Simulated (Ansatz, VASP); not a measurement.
Ti in VASP and in Ansatz

The input INCAR:

```
SYSTEM = Ti
  PREC = Accurate
  ENCUT = 520
  EDIFF = 1E-6
  ISMEAR = -1
  SIGMA = 0.08
  LREAL = .False.
  LASPH = .True.
  NELM = 100
  ALGO = Normal
  ISIF = 2
  LWAVE = .False.
  LCHARG = .False.
  GGA = PS
  NBANDS = 19
```

KPOINTS

```
Automatic mesh
0
Gamma
  13 13 7
  0 0 0
```

Contents of POSCAR:

```
Ti
1.0
    2.9499978604      0.0000000000      0.0000000000
   -1.4749989302      2.5547730882      0.0000000000
    0.0000000000      0.0000000000      4.5454200000
Ti
2
Direct
    0.3333333333      0.6666666667      0.2500000000
    0.6666666667      0.3333333333      0.7500000000
```

Input for Ansatz:

```yaml
crystal:
  lattice:
    - [2.9499978604, 0.0, 0.0]
    - [-1.4749989302, 2.5547730882, 0.0]
    - [0.0, 0.0, 4.54542]
  atoms:
    - { symbol: Ti, position: [0.3333333333, 0.6666666667, 0.25] }
    - { symbol: Ti, position: [0.6666666667, 0.3333333333, 0.75] }
kpoints:
  mp_grid: { grid: [13, 13, 7] }
  band_path:
    path:
      - [0.0, 0.0, 0.0]
      - [0.5, 0.0, 0.0]
      - [0.3333333333, 0.3333333333, 0.0]
      - [0.0, 0.0, 0.0]
      - [0.0, 0.0, 0.5]
      - [0.5, 0.0, 0.5]
      - [0.3333333333, 0.3333333333, 0.5]
      - [0.0, 0.0, 0.5]
      - [0.5, 0.0, 0.5]
    npoints: 5
scf:
  occupations: { method: fermi_dirac, width: 0.08 }
hamiltonian:
  xc: pbesol
  pseudopotentials: { kind: all_electron, lapw: { basis_error: 0.0005 } }
output:
  forces: true
  stress: true
  eigenvalues: true
```

Change from the starting cell: zz strain of -3 %.

Alike in both runs: task single point; functional PBEsol; k mesh 13 × 13 × 7; occupations fermi-dirac, width 0.08 eV; no spin polarisation.

|  | VASP | Ansatz |
| --- | --- | --- |
| version | VASP 6.6.1 | Ansatz 0.2.0 |
| potentials or method | VASP PAW PBE potentials, release 64 (Ti_sv), cutoff 520 eV | all-electron LAPW, scalar-relativistic |

Ansatz gave:

```
pressure (GPa)                                                : -2.6
traceless stress, the component that is largest in VASP (GPa) : 1.94
```

Problem. What did VASP give for the same quantities?

Solution. Pressure (GPa): -2.8; traceless stress, the component that is largest in VASP (GPa): 1.93.

VASP's potentials were made for PBE, not for PBEsol. Ansatz ran all-electron here, and VASP with PAW potentials.
